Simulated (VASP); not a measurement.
GaF, 2 atoms in the cell. Symmetry: Pm-3m, No. 221, cubic system. The conventional cell has a = 3.101 Å, b = 3.101 Å, c = 3.101 Å, α = 90.00°, β = 90.00°, γ = 90.00°. Within 3.5 Å of Ga (site symmetry m-3m) lie 8 F at 2.69 Å and 6 Ga at 3.10 Å. Within 3.5 Å of F (site symmetry m-3m) lie 8 Ga at 2.69 Å and 6 F at 3.10 Å.  This cell differs from its parent crystal: volume scaled by 0.94.

- Program: VASP 6.6.1
- Task: single point
- Functional: PBE
- Potentials or basis: VASP PAW PBE potentials, release 64 (Ga_d, F)
- Cutoff: 520 eV
- k mesh: 8 × 8 × 8
- Occupations: fermi-dirac, width 0.05 eV
- Spin: no spin polarisation
- Dipole correction: no
- Further INCAR settings: ALGO = Normal; EDIFF = 1e-06; NBANDS = 17

Potentials or basis: VASP PAW PBE potentials, release 64 (Ga_d, F).

Launch:

```sh
$ cat potpaw_PBE.64/Ga_d/POTCAR potpaw_PBE.64/F/POTCAR > POTCAR
$ mpirun -np 1 vasp_std > vasp.out
```

Hardware: 1 thread of Intel(R) Xeon(R) Platinum 8488C (Sapphire Rapids), with other jobs on the host.

Q: Estimate the wall time of this run.

A: It took 8.9 s on 1 thread of Intel(R) Xeon(R) Platinum 8488C (Sapphire Rapids), with other jobs on the host, peak memory 0.14 GiB. Counts: scf iterations 12, k points 35.
